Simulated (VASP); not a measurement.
Here is a VASP 6.6.1 calculation.

The input INCAR:

```
SYSTEM = Au
PREC = Accurate
ENCUT = 500
EDIFF = 1E-6
ISMEAR = -1
SIGMA = 0.05
LREAL = .False.
LASPH = .True.
NELM = 120
ALGO = Normal
ISIF = 2
LWAVE = .False.
LCHARG = .False.
GGA = PE
NBANDS = 12
GGA_COMPAT = .False.
```

The input KPOINTS:

```
Automatic mesh
0
Gamma
  10 10 10
  0 0 0
```

POSCAR

```
Au
1.0
    0.0000000000      2.0417608470      2.0417608470
    2.0417608470      0.0000000000      2.0417608470
    2.0417608470      2.0417608470      0.0000000000
Au
1
Direct
    0.0000000000      0.0000000000      0.0000000000
```

Potentials or basis: VASP PAW PBE potentials, release 64 (Au).

Command:

```bash
$ cat potpaw_PBE.64/Au/POTCAR > POTCAR
$ mpirun -np 1 vasp_std > vasp.out
```

Question: What does it give for the pressure?

Answer: 9.1 GPa.
